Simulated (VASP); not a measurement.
# Ge (Fm-3m) in VASP: single point with PBEsol

Aim: the single point of Ge with PBEsol.

All numbers are computed with VASP 6.6.1; they aren't measurements. Logs are shortened: lines on timing, memory, paths and dates and some standing lists are left out, and cuts for length are marked.

## (1) The cell of the first run

The structure is cubic, space group Fm-3m (No. 225). Conventional cell: a = 4.327 Å, b = 4.327 Å, c = 4.327 Å, α = 90.00°, β = 90.00°, γ = 90.00°. Within 4.0 Å of Ge (site symmetry m-3m) lie 12 Ge at 3.06 Å.

This isn't the form of Ge at room conditions, which is diamond.

## (2) Single point, PBEsol (Pb replaced by Ge, lengths x 0.893, strained)

INCAR reads:

```
PREC = Accurate ; ENCUT = 520
EDIFF = 1E-6 ; ISMEAR = 0
SIGMA = 0.1 ; LREAL = False
LASPH = True ; NELM = 60
ALGO = Normal ; ISIF = 2
LWAVE = False ; LCHARG = True
GGA = PS ; LELF = True
LVHAR = True ; NBANDS = 13
```

KPOINTS reads:

```
Automatic mesh
0
Gamma
  16 16 16
```

POSCAR reads:

```
Ge
1.0
    0.0000000000      2.1633737410      2.1633737410
    2.1633737410      0.0000000000      2.1633737410
    2.1633737410      2.1633737410      0.0000000000
Ge
1
Direct
    0.0000000000      0.0000000000      0.0000000000
```

Potentials or basis: VASP PAW PBE potentials, release 64 (Ge_d).

Run with:

```console
cat potpaw_PBE.64/Ge_d/POTCAR > POTCAR
mpirun -np 1 vasp_std > vasp.out
```

OUTCAR:

```text
PREC = Accurate
   ENCUT = 520
   EDIFF = 1E-6
   ISMEAR = 0
   LREAL = False
   LASPH = True
   NELM = 60
   ISIF = 2
   GGA = PS

 ion  position               nearest neighbor table
   1  0.000  0.000  0.000-

  LATTYP: Found a face centered cubic cell.
 ALAT       =     4.3267474820

  Lattice vectors:

 A1 = (   0.0000000000,   2.1633737410,   2.1633737410)
 A2 = (   2.1633737410,   0.0000000000,   2.1633737410)
 A3 = (   2.1633737410,   2.1633737410,   0.0000000000)

Analysis of symmetry for initial positions (statically):
=====================================================================
 Subroutine PRICEL returns:
 Original cell was already a primitive cell.

 Routine SETGRP: Setting up the symmetry group for a
 face centered cubic supercell.

 Subroutine GETGRP returns: Found 48 space group operations
 (whereof 48 operations were pure point group operations)
 out of a pool of 48 trial point group operations.

The static configuration has the point symmetry O_h .

Analysis of symmetry for dynamics (positions and initial velocities):
=====================================================================
 Subroutine PRICEL returns:
 Original cell was already a primitive cell.

 Routine SETGRP: Setting up the symmetry group for a
 face centered cubic supercell.

 Subroutine GETGRP returns: Found 48 space group operations
 (whereof 48 operations were pure point group operations)
 out of a pool of 48 trial point group operations.

The dynamic configuration has the point symmetry O_h .

 Subroutine INISYM returns: Found 48 space group operations
 (whereof 48 operations are pure point group operations),
 and found     1 'primitive' translations

----------------------------------------------------------------------------------------

                                     Primitive cell

  volume of cell :      20.2500

  direct lattice vectors                    reciprocal lattice vectors
     0.000000000  2.163373741  2.163373741    -0.231120490  0.231120490  0.231120490
     2.163373741  0.000000000  2.163373741     0.231120490 -0.231120490  0.231120490
     2.163373741  2.163373741  0.000000000     0.231120490  0.231120490 -0.231120490

  length of vectors
     3.059472485  3.059472485  3.059472485     0.400312432  0.400312432  0.400312432

  position of ions in fractional coordinates (direct lattice)
     0.000000000  0.000000000  0.000000000

  ion indices of the primitive-cell ions
   primitive index   ion index
                 1           1

----------------------------------------------------------------------------------------

 KPOINTS: Automatic mesh

Automatic generation of k-mesh.
 Grid dimensions read from file:
 generate k-points for:   16   16   16

 Generating k-lattice:

  Cartesian coordinates                     Fractional coordinates (reciprocal lattice)
    -0.014445031  0.014445031  0.014445031     0.062500000  0.000000000  0.000000000
     0.014445031 -0.014445031  0.014445031     0.000000000  0.062500000  0.000000000
     0.014445031  0.014445031 -0.014445031     0.000000000  0.000000000  0.062500000

  Length of vectors
     0.025019527  0.025019527  0.025019527

  Shift w.r.t. Gamma in fractional coordinates (k-lattice)
     0.000000000  0.000000000  0.000000000

 Subroutine IBZKPT returns following result:
 ===========================================

 Found    145 irreducible k-points:

 Following reciprocal coordinates:
            Coordinates               Weight
  0.000000  0.000000  0.000000      1.000000
  0.062500  0.000000  0.000000      8.000000
  0.125000  0.000000  0.000000      8.000000
  0.187500  0.000000  0.000000      8.000000
  0.250000  0.000000  0.000000      8.000000
  0.312500  0.000000  0.000000      8.000000
[... 16 lines left out ...]
 -0.125000  0.062500  0.000000     24.000000
 -0.062500  0.062500  0.000000     12.000000
 [... further k-points ...]
   k-points           NKPTS =    145   k-points in BZ     NKDIM =    145   number of bands    NBANDS=     13
   number of dos      NEDOS =    301   number of ions     NIONS =      1
   total plane-waves  NPLWV =  13824
   dimension x,y,z NGX =    24 NGY =   24 NGZ =   24
   dimension x,y,z NGXF=    48 NGYF=   48 NGZF=   48
   ions per type =               1
   NGX,Y,Z   is equivalent  to a cutoff of  13.04, 13.04, 13.04 a.u.
   NGXF,Y,Z  is equivalent  to a cutoff of  26.08, 26.08, 26.08 a.u.
 SYSTEM =  unknown system
   PREC   = accura    normal or accurate (medium, high low for compatibility)
   ISTART =      0    job   : 0-new  1-cont  2-samecut
   ICHARG =      2    charge: 1-file 2-atom 10-const
   ISPIN  =      1    spin polarized calculation?
   LNONCOLLINEAR =      F non collinear calculations
   LSORBIT =      F    spin-orbit coupling
   LASPH  =      T    aspherical Exc in radial PAW
   ENCUT  =  520.0 eV  38.22 Ry    6.18 a.u.   5.69  5.69  5.69*2*pi/ulx,y,z
   NELM   =     60;   NELMIN=  2; NELMDL= -5     # of ELM steps
   EDIFF  = 0.1E-05   stopping-criterion for ELM
   LREAL  =      F    real-space projection
   EDIFFG = 0.1E-04   stopping-criterion for IOM
   NSW    =      0    number of steps for IOM
   IBRION =     -1    ionic relax: 0-MD 1-quasi-New 2-CG
   NFREE  =      0    steps in history (QN), initial steepest desc. (CG)
   ISIF   =      2    stress and relaxation
   ISYM   =      2    0-nonsym 1-usesym 2-fastsym
   POTIM  = 0.5000    time-step for ionic-motion
   TEBEG  =    0.0;   TEEND  =   0.0 temperature during run
   PSTRESS=    0.0 pullay stress
   NELECT =      14.0000    total number of electrons
   NUPDOWN=      -1.0000    fix difference up-down
   EMIN   =  10.00;   EMAX   =-10.00  energy-range for DOS
   EFERMI =   0.00;   METHOD = LEGACY
   ISMEAR =     0;   SIGMA  =   0.10  broadening in eV -4-tet -1-fermi 0-gaus
   EFERMI_NEDOS =   21; number of points for ismear=-14 and -15
   IALGO  =     38    algorithm
   IMIX   =      4    mixing-type and parameters
     AMIX     =   0.40;   BMIX     =  1.00
     AMIX_MAG =   1.60;   BMIX_MAG =  1.00
  volume/ion in A,a.u.               =      20.25       136.65
  Fermi-wavevector in a.u.,A,eV,Ry     =   1.447580  2.735530 28.510850  2.095488
  Thomas-Fermi vector in A             =   2.565519
   LORBIT       =      0    0 simple, 1 ext, 2 COOP (PROOUT), +10 PAW based schemes
   GGA     = PS    functional components
   LHFCALC =     F    Hartree Fock is set to
   AEXX    =    0.0000 exact exchange contribution
   IVDW    =     0    specifies the selected vdW correction
   LEPSILON=     F    determine dielectric tensor
   LRPA    =     F    only Hartree local field effects (RPA)
 non-spin polarized calculation
 Gauss-broadening in eV      SIGMA  =   0.10
  energy-cutoff  :      520.00
  volume of cell :       20.25
 maximum number of plane-waves:       560
   NGX = 11   NGY = 11   NGZ = 11

 number of electron      14.0000005 magnetization

 Free energy of the ion-electron system (eV)
  ---------------------------------------------------
  ext. energy  EPLUGINS =         0.00000000
  ---------------------------------------------------
  free energy    TOTEN  =        -4.62812021 eV

  energy without entropy =       -4.62462839  energy(sigma->0) =       -4.62637430

 E-fermi :   6.0030     XC(G=0): -11.0855

 val. band max:        5.9756893699   @ k =  -0.3750   0.2500   0.0000
 cond. band min:       6.0164526786   @ k =  -0.3125   0.3125   0.1250
 fundamental gap:      0.0407633087
 Fermi energy:         6.0030300715

 k-point     1 :       0.0000    0.0000    0.0000
  band No.  band energies     occupation
      1     -18.7044      2.00000
      2     -18.7044      2.00000
      3     -18.7044      2.00000
      4     -18.6646      2.00000
      5     -18.6646      2.00000
      6      -6.6859      2.00000
      7      14.2370      0.00000
      8      14.2370      0.00000
      9      14.2370      0.00000
     10      19.5439      0.00000
     11      19.5439      0.00000
     12      19.5439      0.00000
     13      20.6950      0.00000

 k-point     2 :       0.0625    0.0000    0.0000
  band No.  band energies     occupation
      1     -18.7042      2.00000
      2     -18.7027      2.00000
      3     -18.7027      2.00000
      4     -18.6647      2.00000
      5     -18.6647      2.00000
      6      -6.5939      2.00000
      7      13.3338      0.00000
      8      14.1035      0.00000
      9      14.1035      0.00000
     10      18.8829      0.00000
     11      19.7863      0.00000
     12      19.7863      0.00000
     13      21.9101      0.00000

 k-point     3 :       0.1250    0.0000    0.0000
  band No.  band energies     occupation
      1     -18.7040      2.00000
      2     -18.6985      2.00000
      3     -18.6985      2.00000
      4     -18.6643      2.00000
      5     -18.6643      2.00000
      6      -6.3180      2.00000
      7      11.3861      0.00000
      8      13.7770      0.00000
      9      13.7770      0.00000
     10      18.2846      0.00000
     11      20.3526      0.00000
     12      20.3526      0.00000
     13      22.7135      0.00000

 k-point     4 :       0.1875    0.0000    0.0000
  band No.  band energies     occupation
      1     -18.7038      2.00000
      2     -18.6947      2.00000
      3     -18.6947      2.00000
      4     -18.6612      2.00000
      5     -18.6612      2.00000
      6      -5.8591      2.00000
      7       9.1888      0.00000
      8      13.3867      0.00000
      9      13.3867      0.00000
     10      17.8566      0.00000
     11      20.6285      0.00000
     12      20.6285      0.00000
     13      22.7643      0.00000

 k-point     5 :       0.2500    0.0000    0.0000
  band No.  band energies     occupation
      1     -18.7037      2.00000
      2     -18.6940      2.00000
      3     -18.6940      2.00000
      4     -18.6538      2.00000
      5     -18.6538      2.00000
      6      -5.2203      2.00000
      7       7.0195      0.00000
      8      13.0209      0.00000
      9      13.0209      0.00000
     10      17.5667      0.00000
     11      20.0982      0.00000
     12      20.0982      0.00000
     13      21.8668      0.00000
[... 257 lines left out ...]
 k-point    22 :      -0.1875    0.0625    0.0000
  band No.  band energies     occupation
      1     -18.7043      2.00000
      2     -18.6925      2.00000
      3     -18.6923      2.00000
      4     -18.6648      2.00000
      5     -18.6541      2.00000
      6      -5.5845      2.00000
      7       8.5098      0.00000
      8      11.9459      0.00000
      9      13.8041      0.00000
     10      18.2128      0.00000
     11      20.1128      0.00000
     12      20.4242      0.00000
     13      22.2951      0.00000

 k-point    23 :      -0.1250    0.0625    0.0000
  band No.  band energies     occupation
      1     -18.7048      2.00000
      2     -18.6961      2.00000
      3     -18.6944      2.00000
      4     -18.6674      2.00000
      5     -18.6600      2.00000
      6      -6.1036      2.00000
      7      10.6774      0.00000
      8      12.4084      0.00000
      9      14.1339      0.00000
     10      18.4133      0.00000
     11      20.1360      0.00000
     12      20.8503      0.00000
     13      22.0610      0.00000

 k-point    24 :      -0.0625    0.0625    0.0000
  band No.  band energies     occupation
      1     -18.7048      2.00000
      2     -18.7007      2.00000
      3     -18.6987      2.00000
      4     -18.6664      2.00000
      5     -18.6630      2.00000
      6      -6.4405      2.00000
      7      12.5430      0.00000
      8      13.1072      0.00000
      9      14.2644      0.00000
     10      18.5764      0.00000
     11      19.7706      0.00000
     12      20.4001      0.00000
     13      22.4765      0.00000

 [... further k-points ...]

------------------------ aborting loop because EDIFF is reached ----------------------------------------

  FORCE on cell =-STRESS in cart. coord.  units (eV):
  Direction    XX          YY          ZZ          XY          YZ          ZX
  --------------------------------------------------------------------------------------
  -------------------------------------------------------------------------------------
  Total       -0.6831682     -0.6831682     -0.6831682      0.0000000     -0.0000000      0.0000000
  in kB      -54.0522223    -54.0522223    -54.0522223      0.0000000     -0.0000000      0.0000000
  external PRESSURE =     -54.0522223 kB  Pullay stress =       0.0000000 kB

 VOLUME and BASIS-vectors are now :
 -----------------------------------------------------------------------------
  energy-cutoff  :      520.00
  volume of cell :       20.25
      direct lattice vectors                 reciprocal lattice vectors
     0.000000000  2.163373741  2.163373741    -0.231120490  0.231120490  0.231120490
     2.163373741  0.000000000  2.163373741     0.231120490 -0.231120490  0.231120490
     2.163373741  2.163373741  0.000000000     0.231120490  0.231120490 -0.231120490

 POSITION                                       TOTAL-FORCE (eV/Angst)
 -----------------------------------------------------------------------------------
      0.00000      0.00000      0.00000         0.000000      0.000000      0.000000
 -----------------------------------------------------------------------------------
    total drift:                               -0.000000      0.000000      0.000000

  FREE ENERGIE OF THE ION-ELECTRON SYSTEM (eV)
  ---------------------------------------------------
  free  energy   TOTEN  =        -4.6281202058 eV

  energy  without entropy=       -4.6246283923  energy(sigma->0) =       -4.62637430
```

Run time: 34 s. Hardware: 1 thread of Intel Xeon 8259CL, shared host; peak memory 0.16 GiB.

Results:

```yaml
Free_energy: -4.6281 eV
Pressure: -5.4 GPa
Band_gap_on_the_k_mesh: zero (bands 7 and 8 overlap by 10.52 eV)
```

Levels at points of the mesh, in eV from the Fermi level:
| k point | band 5 | band 6 | band 7 | band 8 | band 9 | band 10 |
| --- | --- | --- | --- | --- | --- | --- |
| (0.00, 0.00, 0.00) | -24.67 | -12.69 | 8.23 | 8.23 | 8.23 | 13.54 |
| (0.50, 0.00, 0.00) | -24.63 | -7.84 | -5.22 | 6.34 | 6.34 | 11.40 |
| (0.50, 0.50, 0.00) | -24.62 | -5.74 | -4.03 | 2.43 | 2.43 | 6.10 |

Caveat: the cell differs from its parent crystal (Pb replaced by Ge, lengths x 0.893, strained); the cell stands under tension; the PAW data sets were made with another functional, which shifts forces and pressure a little.
